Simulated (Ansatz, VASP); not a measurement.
# Si2Mo: VASP beside Ansatz

The input INCAR:

```
SYSTEM = Si2Mo
PREC = Accurate
ENCUT = 600
EDIFF = 1E-7
ISMEAR = -1
SIGMA = 0.05
LREAL = .FALSE.
LASPH = .TRUE.
NELM = 100
ALGO = Normal
ISIF = 3
LWAVE = .FALSE.
LCHARG = .FALSE.
GGA = PE
IBRION = 2
NSW = 60
EDIFFG = -0.005
```

Contents of KPOINTS:

```
regular mesh
0
G
  10 10 10
  0 0 0
```

The input POSCAR:

```
Si2Mo
1.0
    0.0000000000      2.9159886164      2.9159886164
    2.9159886164      0.0000000000      2.9159886164
    2.9159886164      2.9159886164      0.0000000000
Mo Si
1 2
Direct
    0.0000000000      0.0000000000      0.0000000000
    0.2500000000      0.2500000000      0.2500000000
    0.7500000000      0.7500000000      0.7500000000
```

Input for Ansatz:

```yaml
crystal:
  lattice:
    - [0.0, 2.9159886164, 2.9159886164]
    - [2.9159886164, 0.0, 2.9159886164]
    - [2.9159886164, 2.9159886164, 0.0]
  atoms:
    - { symbol: Mo, position: [0.0, 0.0, 0.0] }
    - { symbol: Si, position: [0.25, 0.25, 0.25] }
    - { symbol: Si, position: [0.75, 0.75, 0.75] }
kpoints:
  mp_grid: { grid: [10, 10, 10] }
scf:
  occupations: { method: fermi_dirac, width: 0.05 }
hamiltonian:
  xc: pbe
  pseudopotentials: { kind: paw }
output:
  forces: true
  stress: true
relax:
  f_tol: 0.005
  max_steps: 40
  cell: {}
```

Alike in both runs: task relaxation of cell and atoms; functional PBE; k mesh 10 × 10 × 10; occupations fermi-dirac, width 0.05 eV; no spin polarisation.

```csv
,VASP,Ansatz
version,VASP 6.6.1,Ansatz 0.2.0
potentials or method,"VASP PAW PBE potentials, release 64 (Mo_sv, Si)","PAW with Ansatz's default frozen-core files, scalar-relativistic"
plane-wave cutoff (eV),600,420
valence electrons in the cell,22,22
```

Ansatz gave:

```
relaxed volume (Å³/atom)                                     : 16.73
relaxed cell length with the largest relative difference (Å) : 4.140
```

Problem. Estimate VASP's values.

Solution. Relaxed volume (Å³/atom): 16.74; relaxed cell length with the largest relative difference (Å): 4.141.
